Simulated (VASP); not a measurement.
Set up this calculation in VASP 6.6.1, as the native input.

* Task: single point
* Functional: PBE
* Potentials or basis: VASP PAW PBE potentials, release 64 (Zr_sv, Si)
* Cutoff: 520 eV
* k mesh: 10 × 10 × 10
* Occupations: gaussian, width 0.1 eV
* Spin: no spin polarisation
* Dipole correction: no
* Further INCAR settings: ALGO = Normal; EDIFF = 1e-07; NBANDS = 29

The structure of ZrSi2 lies in POSCAR:

```
ZrSi2
1.0
    1.8521860815     -7.3944379339      0.0000000000
    1.8521860815      7.3944379339      0.0000000000
    0.0000000000      0.0000000000      3.6794571932
Zr Si
2 4
Direct
    0.8946593491      0.1053406509      0.2500000000
    0.1053406509      0.8946593491      0.7500000000
    0.5530907141      0.4469092859      0.2500000000
    0.4469092859      0.5530907141      0.7500000000
    0.2502896967      0.7497103033      0.2500000000
    0.7497103033      0.2502896967      0.7500000000
```

These files were run (other wordings do the same):

INCAR

```
SYSTEM = ZrSi2
ALGO     = Normal         ! electronic algorithm
EDIFF    = 1E-7           ! SCF threshold, eV
ENCUT    = 520            ! plane-wave cutoff, eV
GGA      = PE             ! functional
ISIF     = 2              ! what is computed and relaxed
ISMEAR   = 0              ! smearing method
LASPH    = .TRUE.         ! aspherical terms in the spheres
LCHARG   = .FALSE.        ! write CHGCAR
LREAL    = .FALSE.        ! projectors in reciprocal space
LWAVE    = .FALSE.        ! write WAVECAR
NBANDS   = 29             ! bands
NELM     = 100            ! most SCF steps
PREC     = Accurate       ! precision mode
SIGMA    = 0.1            ! smearing width, eV
```

KPOINTS

```
k-points
0
G
  10 10 10
  0 0 0
```

Potentials or basis: VASP PAW PBE potentials, release 64 (Zr_sv, Si).

Run with:

```bash
$ cat potpaw_PBE.64/Zr_sv/POTCAR potpaw_PBE.64/Si/POTCAR > POTCAR
$ mpirun -np 1 vasp_std > vasp.out
```

Results of the run:

```
Pressure               : 0.0 GPa
Largest force          : 0.011 eV/Å
Band gap on the k mesh : zero (bands 20 and 21 overlap by 0.95 eV)
```

It took 15 min on 1 thread of Intel(R) Xeon(R) Platinum 8259CL CPU @ 2.50GHz (Skylake/Cascade Lake), on a shared host, peak memory 0.61 GiB.
